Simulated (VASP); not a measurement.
A run of VASP 6.6.1:

File INCAR:

```
SYSTEM = As5S
PREC = Accurate
ENCUT = 600
EDIFF = 1E-6
ISMEAR = 0
SIGMA = 0.1
LREAL = .False.
LASPH = .True.
NELM = 80
ALGO = Normal
ISIF = 3
LWAVE = .False.
LCHARG = .False.
GGA = PE
IBRION = 2
NSW = 100
EDIFFG = -0.01
```

File KPOINTS:

```
Automatic mesh
0
Gamma
  12 12 4
  0 0 0
```

File POSCAR:

```
As5S
1.0
    3.1050916467      0.0000000000      0.0000000000
   -1.5525458234      2.6890882471      0.0000000000
    0.0000000000      0.0000000000     15.3842221777
As S
5 1
Direct
    0.6666666667      0.3333333333      0.8781382250
    0.0000000000      0.0000000000      0.6381249984
    0.6666666667      0.3333333333      0.5000000000
    0.0000000000      0.0000000000      0.3618750016
    0.6666666667      0.3333333333      0.1218617750
    0.0000000000      0.0000000000      0.0000000000
```

Potentials or basis: VASP PAW PBE potentials, release 64 (As, S).

Launch:

```bash
$ cat potpaw_PBE.64/As/POTCAR potpaw_PBE.64/S/POTCAR > POTCAR
$ mpirun -np 1 vasp_std > vasp.out
```

Hardware: 1 thread of Intel(R) Xeon(R) 6975P-C (Granite Rapids) (shared host).

How long does it take, and how much memory?

Run time: 57 min on 1 thread of Intel(R) Xeon(R) 6975P-C (Granite Rapids) (shared host), peak memory 0.45 GiB. Counts: scf iterations 355, k points 57, ion steps 41.
